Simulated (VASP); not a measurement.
A run of VASP 6.6.1 is set up as follows.

POSCAR

```
Co
1.0
   -1.4355369068      1.4355369068      1.4355369068
    1.4355369068     -1.4355369068      1.4355369068
    1.4355369068      1.4355369068     -1.4355369068
Co
1
Direct
    0.0000000000      0.0000000000      0.0000000000
```

Contents of INCAR.step1:

```
PREC = Accurate
ENCUT = 520
ISMEAR = -1
SIGMA = 0.05
LREAL = False
LASPH = True
NELM = 150
ISPIN = 2
MAGMOM = 2.046
LMAXMIX = 4
NBANDS = 14
GGA = PE
ALGO = Normal
EDIFF = 1E-4
LWAVE = True
LCHARG = False
```

Contents of INCAR.step2:

```
PREC = Accurate
ENCUT = 520
EDIFF = 1E-6
ISMEAR = -1
SIGMA = 0.05
LREAL = False
LASPH = True
NELM = 150
ALGO = Normal
ISIF = 2
LWAVE = False
LCHARG = False
ISPIN = 2
MAGMOM = 2.046
LORBIT = 11
LMAXMIX = 4
METAGGA = R2SCAN
LMIXTAU = True
NBANDS = 14
ISTART = 1
```

KPOINTS

```
regular mesh
0
Gamma
  18 18 18
```

Potentials or basis: VASP PAW PBE potentials, release 64 (Co).

Command:

```console
$ cat potpaw_PBE.64/Co/POTCAR > POTCAR
$ cp INCAR.step1 INCAR
$ mpirun -np 1 vasp_std > vasp.out
$ cp INCAR.step2 INCAR
$ mpirun -np 1 vasp_std > vasp.out
```

What does it give for the pressure?

-13.5 GPa.

What does it give for the net moment?

1.92 μB per cell.

Predict the site moments.

Co +1.99 μB.

Caveat: the PAW data sets were made with another functional, which shifts forces and pressure a little.
